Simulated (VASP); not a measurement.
Write the native input for VASP 6.6.1 that does the following.

| Property | Result |
| --- | --- |
| Task | single point |
| Functional | BLYP |
| Potentials or basis | VASP PAW PBE potentials, release 64 (Be) |
| Cutoff | 520 eV |
| k mesh | 18 × 18 × 5 |
| Occupations | fermi-dirac, width 0.1 eV |
| Spin | no spin polarisation |
| Dipole correction | no |
| Further INCAR settings | ALGO = Normal; EDIFF = 1e-06; NBANDS = 12 |

The structure of Be lies in POSCAR:

```
Be
1.0
    2.1651838267      0.0000000000      0.0000000000
   -1.0825919134      1.8751041977      0.0000000000
    0.0000000000      0.0000000000      6.8667222859
Be
4
Direct
    1.0000000000      0.0000000000      0.0000000000
    1.0000000000      0.0000000000      0.5000000000
    0.3333333333      0.6666666667      0.2500000000
    0.6666666667      0.3333333333      0.7500000000
```

This cell differs from its parent crystal: volume scaled by 0.88.

These files were run (other wordings do the same):

INCAR

```
SYSTEM = Be
  PREC = Accurate
  ENCUT = 520
  EDIFF = 1E-6
  ISMEAR = -1
  SIGMA = 0.1
  LREAL = .False.
  LASPH = .True.
  NELM = 100
  ALGO = Normal
  ISIF = 2
  LWAVE = .False.
  LCHARG = .True.
  GGA = B5
  ALDAX = 1.0
  AGGAX = 1.0
  AGGAC = 1.0
  ALDAC = 0.0
  LELF = .True.
  LVHAR = .True.
  NBANDS = 12
```

KPOINTS

```
Automatic mesh
0
Gamma
  18 18 5
  0 0 0
```

Potentials or basis: VASP PAW PBE potentials, release 64 (Be).

The run is started by

```bash
$ cat potpaw_PBE.64/Be/POTCAR > POTCAR
$ mpirun -np 1 vasp_std > vasp.out
```

Results of the run:

* Pressure: 19.1 GPa
* Band gap on the k mesh: zero (band 4 reaches 9.47 eV, above the bottom of band 5 at 7.95 eV)

Caveat: the PAW data sets were made with another functional, which shifts forces and pressure a little.

Wall time 18 s on 1 thread of AMD EPYC 9R45 96-Core Processor (Zen 5) (shared host), peak memory 0.12 GiB.
